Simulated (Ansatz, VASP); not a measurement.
# One calculation of GaN, two programs

The input POSCAR:

```
GaN
1.0
    0.0000000000      2.2742384928      2.2742384928
    2.2742384928      0.0000000000      2.2742384928
    2.2742384928      2.2742384928      0.0000000000
Ga N
1 1
Direct
    0.0000000000      0.0000000000      0.0000000000
    0.7500000000      0.7500000000      0.7500000000
```

The input INCAR.step1:

```
ALGO     = Normal         # electronic algorithm
EDIFF    = 1E-5           # SCF threshold, eV
ENCUT    = 520            # plane-wave cutoff, eV
GGA      = PE             # functional
ISIF     = 2              # what is computed and relaxed
ISMEAR   = 0              # smearing method
LASPH    = True           # aspherical terms in the spheres
LCHARG   = False          # write CHGCAR
LREAL    = False          # projectors in reciprocal space
LWAVE    = True           # write WAVECAR
NBANDS   = 16             # bands
NELM     = 80             # most SCF steps
PREC     = Accurate       # precision mode
SIGMA    = 0.02           # smearing width, eV
```

File INCAR.step2:

```
ALGO     = Normal         # electronic algorithm
EDIFF    = 1E-6           # SCF threshold, eV
ENCUT    = 520            # plane-wave cutoff, eV
GGA      = PE             # functional
HFSCREEN = 0.2079         # screening, 1/A
ISIF     = 2              # what is computed and relaxed
ISMEAR   = 0              # smearing method
ISTART   = 1            
LASPH    = True           # aspherical terms in the spheres
LCHARG   = False          # write CHGCAR
LHFCALC  = True           # exact exchange
LREAL    = False          # projectors in reciprocal space
LWAVE    = False          # write WAVECAR
NBANDS   = 16             # bands
NELM     = 80             # most SCF steps
PREC     = Accurate       # precision mode
PRECFOCK = Normal       
SIGMA    = 0.02           # smearing width, eV
```

KPOINTS

```
k-points
0
Gamma
  6 6 6
```

Input for Ansatz:

```yaml
crystal:
  lattice:
    - [0.0, 2.2742384928, 2.2742384928]
    - [2.2742384928, 0.0, 2.2742384928]
    - [2.2742384928, 2.2742384928, 0.0]
  atoms:
    - { symbol: Ga, position: [0.0, 0.0, 0.0] }
    - { symbol: "N", position: [0.75, 0.75, 0.75] }
basis:
  ecutwfc: 420
kpoints:
  mp_grid: { grid: [6, 6, 6] }
  band_path:
    path:
      - [[0.0, 0.0, 0.0], [-0.5, -0.5, 0.0], [-0.375, -0.375, 0.25]]
      - [[-0.375, 0.0, 0.375], [0.0, 0.0, 0.0], [0.0, 0.0, 0.5], [-0.5, -0.25, 0.25], [-0.5, -0.5, 0.0]]
    npoints: 4
hamiltonian:
  xc: hse06
scf:
  occupations: { method: gaussian, width: 0.02 }
output:
  forces: true
  stress: true
  eigenvalues: true
  populations: true
  dos: { projected: true, de: 0.02 }
  bader: false
  write_density: true
  write_potential: true
  elf: true
  volumetric_format: npy
```

Alike in both runs: task single point; functional HSE06; k mesh 6 × 6 × 6; occupations gaussian, width 0.02 eV; no spin polarisation.

|  | VASP | Ansatz |
| --- | --- | --- |
| version | VASP 6.6.1 | Ansatz 0.2.0 |
| potentials or method | VASP PAW PBE potentials, release 64 (Ga_d, N), cutoff 520 eV | scalar-relativistic, plane waves, PAW |
| valence electrons in the cell | 18 | 18 |

```tsv
	VASP	Ansatz	Ansatz less VASP
gap on the k mesh at the Fermi level (eV)	2.77	2.76	-0.014
least direct gap on the mesh (eV)	2.77	2.76	-0.014
pressure (GPa)	-6.2	-6.2	-0.02
```

Ansatz's warnings: stress exchange threshold loose, stress scf threshold loose.
